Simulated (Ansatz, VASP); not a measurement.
Two plane-wave programs on CrO2

File INCAR:

```
SYSTEM = CrO2
PREC     = Accurate       ! precision mode
ENCUT    = 520            ! plane-wave cutoff, eV
EDIFF    = 1E-6           ! SCF threshold, eV
ISMEAR   = 0              ! smearing method
SIGMA    = 0.05           ! smearing width, eV
LREAL    = .FALSE.        ! projectors in reciprocal space
LASPH    = .TRUE.         ! aspherical terms in the spheres
NELM     = 60             ! most SCF steps
ALGO     = Normal         ! electronic algorithm
ISIF     = 2              ! what is computed and relaxed
LWAVE    = .FALSE.        ! write WAVECAR
LCHARG   = .FALSE.        ! write CHGCAR
GGA      = PE             ! functional
NBANDS   = 33             ! bands
```

The input KPOINTS:

```
regular mesh
0
G
  6 6 10
  0 0 0
```

POSCAR

```
CrO2
1.0
    4.4439090576      0.0000000000      0.0000000000
    0.0000000000      4.4439090576      0.0000000000
    0.0000000000      0.0000000000      2.9217460561
Cr O
2 4
Direct
    0.0000000000      0.0000000000      0.0000000000
    0.5000000000      0.5000000000      0.5000000000
    0.3036626104      0.3036626104      0.0000000000
    0.1963373896      0.8036626104      0.5000000000
    0.6963373896      0.6963373896      0.0000000000
    0.8036626104      0.1963373896      0.5000000000
```

Input for Ansatz:

```yaml
crystal:
  lattice:
    - [4.4439090576, 0.0, 0.0]
    - [0.0, 4.4439090576, 0.0]
    - [0.0, 0.0, 2.9217460561]
  atoms:
    - { symbol: Cr, position: [0.0, 0.0, 0.0] }
    - { symbol: Cr, position: [0.5, 0.5, 0.5] }
    - { symbol: O, position: [0.3036626104, 0.3036626104, 0.0] }
    - { symbol: O, position: [0.1963373896, 0.8036626104, 0.5] }
    - { symbol: O, position: [0.6963373896, 0.6963373896, 0.0] }
    - { symbol: O, position: [0.8036626104, 0.1963373896, 0.5] }
basis:
  ecutwfc: 420
  ecutrho_ratio: 4
kpoints:
  mp_grid: { grid: [6, 6, 10] }
hamiltonian:
  xc: pbe
scf:
  occupations: { method: gaussian, width: 0.05 }
output:
  forces: true
  stress: true
  eigenvalues: true
```

Alike in both runs: task single point; functional PBE; k mesh 6 × 6 × 10; occupations gaussian, width 0.05 eV; no spin polarisation.

|  | VASP | Ansatz |
| --- | --- | --- |
| version | VASP 6.6.1 | Ansatz 0.2.0 |
| potentials or method | VASP PAW PBE potentials, release 64 (Cr_pv, O), cutoff 520 eV | scalar-relativistic, plane waves, PAW |
| valence electrons in the cell | 48 | 52 |

VASP gave:

- gap on the k mesh at the Fermi level (eV): none
- pressure (GPa): -6.6
- traceless stress, the component that is largest in VASP (GPa): -13.56
- rms of the force components (eV/Å): 0.260

Task: What did Ansatz give for the same quantities?

Result: gap on the k mesh at the Fermi level (eV): none; pressure (GPa): -7.1; traceless stress, the component that is largest in VASP (GPa): -13.81; rms of the force components (eV/Å): 0.254.

Atom by atom the forces differ by 0.006 eV/Å (rms over components). A gap of «none» marks a metal or a gap that the smearing closes. With one functional, cell and mesh, what is left measures potentials, basis and numerics. VASP's potentials hold 48 valence electrons a cell and Ansatz's 52, so a difference there can come from the potentials and not from the codes.
